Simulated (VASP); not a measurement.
Au:

```
Au
1.0
    -1.45848    1.45848    2.21886
     1.45848   -1.45848    2.21886
     1.45848    1.45848   -2.21886
Au
1
Direct
  0.00000 0.00000 0.00000
```

* Program: VASP 6.6.1
* Task: relaxation of cell and atoms
* Functional: PBE
* Potentials or basis: VASP PAW PBE potentials, release 64 (Au)
* Cutoff: 600 eV
* k mesh: 8 × 8 × 8
* Occupations: gaussian, width 0.1 eV
* Spin: no spin polarisation

At the start: pressure -5.5 GPa; volume 18.88 Å³/atom.

Where does the relaxation end?

Over 6 steps the energy falls by 16.1 meV/atom and the volume is 18.03 Å³/atom (-4.5 %); space group I4/mmm (No. 139, to 0.05 Å).

Step by step:
| step | energy change (eV) | largest force (eV/Å) | pressure (GPa) | volume (Å³) |
| --- | --- | --- | --- | --- |
| 1 | 0.0000 | 0.0000 | -5.53 | 18.88 |
| 2 | 0.0055 | 0.0000 | 8.11 | 17.15 |
| 3 | -0.0155 | 0.0000 | -0.02 | 18.04 |
| 4 | -0.0155 | 0.0000 | 0.10 | 18.03 |
| 5 | -0.0158 | 0.0000 | 0.10 | 18.03 |
| 6 | -0.0161 | 0.0000 | 0.09 | 18.03 |

Final structure:
```
Au
1.0
    -1.42726    1.42726    2.21313
     1.42726   -1.42726    2.21313
     1.42726    1.42726   -2.21313
Au
1
Direct
  0.00000 0.00000 0.00000
```

Caveat: the k points lie up to 0.39 Å⁻¹ apart in the final cell.
